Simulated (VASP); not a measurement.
Write the native input for VASP 6.6.1 that does the following.

```yaml
Task: relaxation of cell and atoms
Functional: PBEsol
Potentials_or_basis: VASP PAW PBE potentials, release 64 (Ta_pv, O)
Cutoff: 600 eV
k_mesh: 8 × 8 × 4
Occupations: fermi-dirac, width 0.05 eV
Spin: no spin polarisation
Dipole_correction: no
Further_INCAR_settings: ALGO = Normal; EDIFF = 1e-06; IBRION = 2; EDIFFG = -0.01; NSW = 60; ISIF = 3
```

The structure of Ta4O lies in POSCAR:

```
Ta4O
1.0
    3.2574970000      0.0000000000      0.0000000000
    0.0000000000      3.2574970000      0.0000000000
    0.0000000000      0.0000000000      7.4093410000
Ta O
4 1
Direct
    0.0000000000      0.0000000000      0.0000000000
    0.5000000000      0.5000000000      0.2168420000
    0.5000000000      0.5000000000      0.7831580000
    0.0000000000      0.0000000000      0.5000000000
    0.5000000000      0.5000000000      0.5000000000
```

The input as run:

INCAR

```
ALGO = Normal
EDIFF = 1E-6
EDIFFG = -0.01
ENCUT = 600
GGA = PS
IBRION = 2
ISIF = 3
ISMEAR = -1
LASPH = T
LCHARG = F
LREAL = F
LWAVE = F
NELM = 80
NSW = 60
PREC = Accurate
SIGMA = 0.05
```

KPOINTS

```
k-points
0
Gamma
  8 8 4
```

Potentials or basis: VASP PAW PBE potentials, release 64 (Ta_pv, O).

The run is started by

```sh
$ cat potpaw_PBE.64/Ta_pv/POTCAR potpaw_PBE.64/O/POTCAR > POTCAR
$ mpirun -np 1 vasp_std > vasp.out
```

Results of the run:

```json
{
  "Relaxed volume": "15.16 Å³/atom",
  "Relaxed cell": "a = 3.213 Å, b = 3.213 Å, c = 7.345 Å, α = 90.00°, β = 90.00°, γ = 90.00°",
  "Space group after relaxing (to 0.05 Å)": "P4/mmm (No. 123)",
  "Energy gained by relaxing": "14.1 meV/atom",
  "Ionic steps": "11",
  "Pressure after relaxing": "0.0 GPa",
  "Band gap on the k mesh": "zero (band 25 reaches 6.95 eV, above the bottom of band 26 at 6.10 eV)"
}
```

Caveat: the PAW data sets were made with another functional, which shifts forces and pressure a little; spin-orbit coupling is left out, which moves the levels of the heavy elements.

It took 5 min on 1 thread of Intel(R) Xeon(R) 6975P-C (Granite Rapids), on a shared host, peak memory 0.28 GiB.
